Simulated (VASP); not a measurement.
Input of a VASP 6.6.1 run:

Contents of INCAR:

```
SYSTEM = Al2O3
PREC = Accurate
ENCUT = 600
EDIFF = 1E-7
ISMEAR = -1
SIGMA = 0.02
LREAL = .False.
LASPH = .True.
NELM = 100
ALGO = Normal
ISIF = 3
LWAVE = .False.
LCHARG = .False.
GGA = PE
IBRION = 2
NSW = 80
EDIFFG = -0.005
```

File KPOINTS:

```
regular mesh
0
Gamma
  6 6 6
  0 0 0
```

The input POSCAR:

```
Al2O3
1.0
    2.2808387500      1.3168428663      4.1359209333
   -2.2808387500      1.3168428663      4.1359209333
    0.0000000000     -2.6336857326      4.1359209333
Al O
4 6
Direct
    0.8550000000      0.8550000000      0.8550000000
    0.3550000000      0.3550000000      0.3550000000
    0.1450000000      0.1450000000      0.1450000000
    0.6450000000      0.6450000000      0.6450000000
    0.4450000000      0.0550000000      0.7500000000
    0.0550000000      0.7500000000      0.4450000000
    0.5550000000      0.9450000000      0.2500000000
    0.2500000000      0.5550000000      0.9450000000
    0.9450000000      0.2500000000      0.5550000000
    0.7500000000      0.4450000000      0.0550000000
```

Potentials or basis: VASP PAW PBE potentials, release 64 (Al, O).

Run with:

```sh
$ cat potpaw_PBE.64/Al/POTCAR potpaw_PBE.64/O/POTCAR > POTCAR
$ mpirun -np 1 vasp_std > vasp.out
```

(1) Predict the space group after relaxing (to 0.1 Å).

(2) Estimate the relaxed volume.

(3) Predict the band gap on the k mesh.

## Answers

(1) R-3c (No. 167).

(2) 8.75 Å³/atom.

(3) 5.85 eV.

Caveat: the volume moved by over 15 % at a fixed basis, so the end points are rough.
